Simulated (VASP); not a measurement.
# GeSe: single point with revPBE

The system is GeSe, in a box.

```
CELL_PARAMETERS angstrom
9.00000 0.00000 0.00000
0.00000 9.00000 0.00000
0.00000 0.00000 12.00000
ATOMIC_POSITIONS crystal
Ge 0.50144 0.50233 0.41389
Se 0.50144 0.50233 0.59594
```

This cell differs from its parent crystal: last atom moved by 0.05 Å along z.

| Item | Value |
| --- | --- |
| Program | VASP 6.6.1 |
| Task | single point |
| Functional | revPBE |
| Potentials or basis | VASP PAW PBE potentials, release 64 (Ge_d, Se) |
| Cutoff | 560 eV |
| k mesh | 1 × 1 × 1 |
| Occupations | gaussian, width 0.03 eV |
| Spin | no spin polarisation |

```yaml
Largest_force: 0.379 eV/Å
Gap_between_the_frontier_levels: 3.24 eV
```

Forces on the atoms (eV/Å):
```
Ge   0.000  0.000  0.379
Se   0.000  0.000 -0.379
```

Levels at points of the mesh, in eV from the valence-band top:
```
           k point  band 6  band 7  band 8  band 9  band 10  band 11  band 12  band 13  band 14  band 15
(0.00, 0.00, 0.00)  -10.84   -5.29   -0.20    0.00     0.00     3.24     3.24     5.58     5.94     6.63
```

It took 90 s on 1 thread of Intel(R) Xeon(R) Platinum 8488C (Sapphire Rapids), on a shared host, peak memory 0.84 GiB.

Caveat: the cell differs from its parent crystal (last atom moved by 0.05 Å along z); the PAW data sets were made with another functional, which shifts forces and pressure a little.
